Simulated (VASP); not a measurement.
A run of VASP 6.6.1:

Contents of INCAR:

```
PREC     = Accurate       # precision mode
ENCUT    = 630            # plane-wave cutoff, eV
EDIFF    = 1E-7           # SCF threshold, eV
ISMEAR   = 0              # smearing method
SIGMA    = 0.2            # smearing width, eV
LREAL    = False          # projectors in reciprocal space
LASPH    = True           # aspherical terms in the spheres
NELM     = 120            # most SCF steps
ALGO     = Normal         # electronic algorithm
ISIF     = 3              # what is computed and relaxed
LWAVE    = False          # write WAVECAR
LCHARG   = False          # write CHGCAR
GGA      = PE             # functional
IBRION   = 2              # ionic algorithm
NSW      = 36             # ionic steps
EDIFFG   = -0.08          # ionic threshold
GGA_COMPAT= False        
NELMIN   = 4
```

KPOINTS

```
regular mesh
0
Gamma
  4 4 2
```

File POSCAR:

```
TaTl3Ag3
1.0
    4.8024360600      0.0000000000      0.0000000000
   -2.4012180300      4.1590316300      0.0000000000
    0.0000000000      0.0000000000     10.8192614200
Ta Tl Ag
1 3 3
Direct
    0.0000000000      0.0000000000      0.0000000000
    0.0000000000      0.0000000000      0.2249105300
    0.0000000000      0.0000000000      0.7750894700
    0.0000000000      0.0000000000      0.5000000000
    0.5000000000      0.0000000000      0.5000000000
    0.0000000000      0.5000000000      0.5000000000
    0.5000000000      0.5000000000      0.5000000000
```

Potentials or basis: VASP PAW PBE potentials, release 64 (Ta_sv_GW, Tl_d, Ag_sv_GW).

Run with:

```sh
$ cat potpaw_PBE.64/Ta_sv_GW/POTCAR potpaw_PBE.64/Tl_d/POTCAR potpaw_PBE.64/Ag_sv_GW/POTCAR > POTCAR
$ mpirun -np 1 vasp_std > vasp.out
```

Hardware: 1 thread of Intel(R) Xeon(R) Platinum 8488C (Sapphire Rapids) (shared host).

Problem. Estimate the wall time of this run.

Solution. Wall time 31 min on 1 thread of Intel(R) Xeon(R) Platinum 8488C (Sapphire Rapids), with other jobs on the host, peak memory 0.5 GiB. Counts: scf iterations 166, k points 8, ion steps 7.
